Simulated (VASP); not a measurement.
Input of a VASP 6.6.1 run:

INCAR

```
SYSTEM = S
ALGO = Normal
EDIFF = 1E-6
ENCUT = 520
GGA = PE
ISIF = 2
ISMEAR = -1
IVDW = 13
LASPH = .True.
LCHARG = .False.
LREAL = .False.
LWAVE = .False.
NBANDS = 13
NELM = 60
PREC = Accurate
SIGMA = 0.05
```

The input KPOINTS:

```
k-points
0
Gamma
  17 17 9
  0 0 0
```

File POSCAR:

```
S
1.0
    3.1973745226      0.0000000000      0.0000000000
   -1.5986872613      2.7690075620      0.0000000000
    0.0000000000      0.0000000000      3.4620840172
S
2
Direct
    0.3333333333      0.6666666667      0.2500000000
    0.6666666667      0.3333333333      0.7500000000
```

Potentials or basis: VASP PAW PBE potentials, release 64 (S).

The run is started by

```sh
$ cat potpaw_PBE.64/S/POTCAR > POTCAR
$ mpirun -np 1 vasp_std > vasp.out
```

Question: Predict the band gap on the k mesh.

Answer: Zero (band 6 reaches 9.37 eV, above the bottom of band 7 at 7.13 eV).

Question: Predict the pressure.

Answer: 4.8 GPa.

Caveat: pairwise dispersion overbinds metals, which lowers pressure and volume.
